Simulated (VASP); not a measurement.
Input of a VASP 6.6.1 run:

Contents of INCAR:

```
PREC = Accurate
ENCUT = 520
EDIFF = 1E-6
ISMEAR = -1
SIGMA = 0.05
LREAL = False
LASPH = True
NELM = 80
ALGO = Normal
ISIF = 2
LWAVE = False
LCHARG = False
NBANDS = 10
```

Contents of KPOINTS:

```
Automatic mesh
0
Gamma
  12 12 12
```

File POSCAR:

```
Na
1.0
    2.8960003197      0.0000000000      0.0000000000
    0.0000000000      2.8960003197      0.0000000000
    0.0000000000      0.0000000000      2.8960003197
Na
1
Direct
    0.0000000000      0.0000000000      0.0000000000
```

Potentials or basis: VASP PAW LDA potentials, release 64 (Na_pv).

The run is started by

```bash
$ cat potpaw_LDA.64/Na_pv/POTCAR > POTCAR
$ mpirun -np 1 vasp_std > vasp.out
```

Problem. Predict the pressure.

Solution. 5.7 GPa.
